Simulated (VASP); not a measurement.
Wanted: the native input for a VASP 6.6.1 run.

* Task: single point
* Functional: LDA
* Potentials or basis: VASP PAW LDA potentials, release 64 (Na_pv)
* Cutoff: 520 eV
* k mesh: 16 × 16 × 16
* Occupations: gaussian, width 0.15 eV
* Spin: no spin polarisation
* Dipole correction: no
* Further INCAR settings: ALGO = Normal; EDIFF = 1e-06; NBANDS = 10

The structure of Na lies in POSCAR:

```
Na
1.0
   -2.1175000000      2.1492625000      2.1175000000
    2.1175000000     -2.1492625000      2.1175000000
    2.1175000000      2.1492625000     -2.1175000000
Na
1
Direct
    0.0000000000      0.0000000000      0.0000000000
```

This cell differs from its parent crystal: strain +0.0150 x Voigt [0, 1, 0, 0, 0, 0].

One way to write it, as run:

INCAR

```
SYSTEM = Na
PREC = Accurate
ENCUT = 520
EDIFF = 1E-6
ISMEAR = 0
SIGMA = 0.15
LREAL = .FALSE.
LASPH = .TRUE.
NELM = 60
ALGO = Normal
ISIF = 2
LWAVE = .FALSE.
LCHARG = .FALSE.
GGA = CA
NBANDS = 10
```

KPOINTS

```
regular mesh
0
G
  16 16 16
  0 0 0
```

Potentials or basis: VASP PAW LDA potentials, release 64 (Na_pv).

Launch:

```bash
$ cat potpaw_LDA.64/Na_pv/POTCAR > POTCAR
$ mpirun -np 1 vasp_std > vasp.out
```

It gave:

```json
{
  "Pressure": "-1.0 GPa"
}
```

Caveat: the cell differs from its parent crystal (strain +0.0150 x Voigt [0, 1, 0, 0, 0, 0]).

It took 53 s on 1 thread of Intel(R) Xeon(R) Platinum 8259CL CPU @ 2.50GHz (Skylake/Cascade Lake), on a shared host, peak memory 0.21 GiB.
